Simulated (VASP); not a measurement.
Set up this calculation in VASP 6.6.1, as the native input.

- Task: single point
- Functional: r2SCAN
- Potentials or basis: VASP PAW PBE potentials, release 64 (B, P)
- Cutoff: 520 eV
- k mesh: 8 × 8 × 8
- Occupations: gaussian, width 0.01 eV
- Spin: no spin polarisation
- Dipole correction: no
- Further INCAR settings: ALGO = Normal; EDIFF = 1e-07; NBANDS = 11

The system is BP.

```
B P
1.0
     0.00000    2.24540    2.24540
     2.24540    0.00000    2.24540
     2.24540    2.24540    0.00000
B P
1 1
Cartesian
  0.0000 0.0000 0.0000
  1.1227 1.1227 1.1227
```

This cell differs from its parent crystal: volume changed by -3%.

One way to write it, as run:

POSCAR

```
BP
1.0
    0.0000000000      2.2454017123      2.2454017123
    2.2454017123      0.0000000000      2.2454017123
    2.2454017123      2.2454017123      0.0000000000
B P
1 1
Direct
    0.0000000000      0.0000000000      0.0000000000
    0.2500000000      0.2500000000      0.2500000000
```

INCAR.step1

```
SYSTEM = BP
PREC     = Accurate       ! precision mode
ENCUT    = 520            ! plane-wave cutoff, eV
ISMEAR   = 0              ! smearing method
SIGMA    = 0.01           ! smearing width, eV
LREAL    = .FALSE.        ! projectors in reciprocal space
LASPH    = .TRUE.         ! aspherical terms in the spheres
NELM     = 60             ! most SCF steps
NBANDS   = 11             ! bands
GGA      = PE             ! functional
ALGO     = Normal         ! electronic algorithm
EDIFF    = 1E-4           ! SCF threshold, eV
LWAVE    = .TRUE.         ! write WAVECAR
LCHARG   = .FALSE.        ! write CHGCAR
```

INCAR.step2

```
SYSTEM = BP
PREC     = Accurate       ! precision mode
ENCUT    = 520            ! plane-wave cutoff, eV
EDIFF    = 1E-7           ! SCF threshold, eV
ISMEAR   = 0              ! smearing method
SIGMA    = 0.01           ! smearing width, eV
LREAL    = .FALSE.        ! projectors in reciprocal space
LASPH    = .TRUE.         ! aspherical terms in the spheres
NELM     = 60             ! most SCF steps
ALGO     = Normal         ! electronic algorithm
ISIF     = 2              ! what is computed and relaxed
LWAVE    = .FALSE.        ! write WAVECAR
LCHARG   = .FALSE.        ! write CHGCAR
METAGGA  = R2SCAN         ! meta-GGA
LMIXTAU  = .TRUE.       
NBANDS   = 11             ! bands
ISTART   = 1
```

KPOINTS

```
regular mesh
0
G
  8 8 8
  0 0 0
```

Potentials or basis: VASP PAW PBE potentials, release 64 (B, P).

The run is started by

```bash
$ cat potpaw_PBE.64/B/POTCAR potpaw_PBE.64/P/POTCAR > POTCAR
$ cp INCAR.step1 INCAR
$ mpirun -np 1 vasp_std > vasp.out
$ cp INCAR.step2 INCAR
$ mpirun -np 1 vasp_std > vasp.out
```

It gave:

```
Pressure               : 4.9 GPa
Band gap on the k mesh : 1.44 eV, indirect (least direct gap 3.69 eV)
```

Caveat: the PAW data sets were made with another functional, which shifts forces and pressure a little.

Wall time 81 s on 1 thread of Intel Xeon 6975P-C, with other jobs on the host, peak memory 0.11 GiB.
